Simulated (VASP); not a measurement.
ZrS, 2 atoms in the cell. Symmetry: Fm-3m, No. 225, cubic system. Conventional cell: a = 5.136 Å, b = 5.136 Å, c = 5.136 Å, α = 90.00°, β = 90.00°, γ = 90.00°. Within 3.4 Å of Zr (site symmetry m-3m) lie 6 S at 2.57 Å. S (site symmetry m-3m) has 6 Zr at 2.57 Å within 3.4 Å. 

```yaml
Program: VASP 6.6.1
Task: elastic constants
Functional: LDA
Potentials_or_basis: VASP PAW LDA potentials, release 64 (Zr_sv, S)
Cutoff: 600 eV
k_mesh: 14 × 14 × 14
Occupations: fermi-dirac, width 0.15 eV
Spin: no spin polarisation
Dipole_correction: no
Ions_in_elastic_constants: relaxed
Further_INCAR_settings: ALGO = Normal; EDIFF = 1e-08; NBANDS = 16; IBRION = 6; POTIM = 0.015; NSW = 1; ISIF = 3
```

Potentials or basis: VASP PAW LDA potentials, release 64 (Zr_sv, S).

Command:

```console
$ cat potpaw_LDA.64/Zr_sv/POTCAR potpaw_LDA.64/S/POTCAR > POTCAR
$ mpirun -np 1 vasp_std > vasp.out
```

Hardware: 1 thread of Intel(R) Xeon(R) 6975P-C (Granite Rapids), with other jobs on the host.

Question: How long does it take, and how much memory?

Answer: Wall time 25 min on 1 thread of Intel(R) Xeon(R) 6975P-C (Granite Rapids), with other jobs on the host, peak memory 0.82 GiB. Counts: scf iterations 171, k points 104.
